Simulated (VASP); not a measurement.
Input of a VASP 6.6.1 run:

The input INCAR:

```
SYSTEM = Li
ALGO = Normal
EDIFF = 1E-6
ENCUT = 520
GGA = PE
ISIF = 2
ISMEAR = -1
LASPH = .TRUE.
LCHARG = .FALSE.
LREAL = .FALSE.
LWAVE = .FALSE.
NBANDS = 8
NELM = 60
PREC = Accurate
SIGMA = 0.08
```

Contents of KPOINTS:

```
k-points
0
G
  15 15 15
  0 0 0
```

Contents of POSCAR:

```
Li
1.0
   -1.7150000000      1.7500000000      1.7500000000
    1.7500000000     -1.7150000000      1.7500000000
    1.7500000000      1.7500000000     -1.7150000000
Li
1
Direct
    0.0000000000      0.0000000000      0.0000000000
```

Potentials or basis: VASP PAW PBE potentials, release 64 (Li_sv).

The run is started by

```sh
$ cat potpaw_PBE.64/Li_sv/POTCAR > POTCAR
$ mpirun -np 1 vasp_std > vasp.out
```

Task: What does it give for the band gap on the k mesh?

Result: Zero (an odd number of electrons rules out a gap without spin polarisation).

Caveat: the cell differs from its parent crystal (equal xy, yz and zx shear strains of +2 %).
